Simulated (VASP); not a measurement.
Input of a VASP 6.6.1 run:

The input INCAR:

```
PREC = Accurate ; ENCUT = 520
EDIFF = 1E-6 ; ISMEAR = 0
SIGMA = 0.1 ; LREAL = F
LASPH = T ; NELM = 150
ALGO = Normal ; ISIF = 2
LWAVE = F ; LCHARG = F
ISPIN = 2 ; MAGMOM = 1 1 0 0
LORBIT = 11 ; LMAXMIX = 4
GGA = PE ; NBANDS = 38
```

The input KPOINTS:

```
Automatic mesh
0
Gamma
  6 6 4
```

POSCAR

```
ZrNbGe2
1.0
    4.4469129475      0.0000000000      0.0000000000
   -2.2234564737      3.8511395809      0.0000000000
    0.0000000000      0.0000000000      5.6161353244
Zr Nb Ge
1 1 2
Direct
    0.0000000000      0.0000000000      0.1314263851
    0.0000000000      0.0000000000      0.6814416534
    0.3333333333      0.6666666667      0.8764189508
    0.6666666667      0.3333333333      0.8764189508
```

Potentials or basis: VASP PAW PBE potentials, release 64 (Zr_sv, Nb_sv, Ge_d).

Run with:

```console
$ cat potpaw_PBE.64/Zr_sv/POTCAR potpaw_PBE.64/Nb_sv/POTCAR potpaw_PBE.64/Ge_d/POTCAR > POTCAR
$ mpirun -np 1 vasp_std > vasp.out
```

Problem. What does it give for the net moment?

Solution. 0.00 μB per cell.

Problem. Predict the pressure.

Solution. 0.0 GPa.

Problem. What does it give for the largest force?

Solution. 0.021 eV/Å.

Forces on the atoms (eV/Å):
```
Zr   0.000  0.000  0.021
Nb   0.000  0.000  0.004
Ge   0.000  0.000 -0.012
Ge   0.000  0.000 -0.012
```
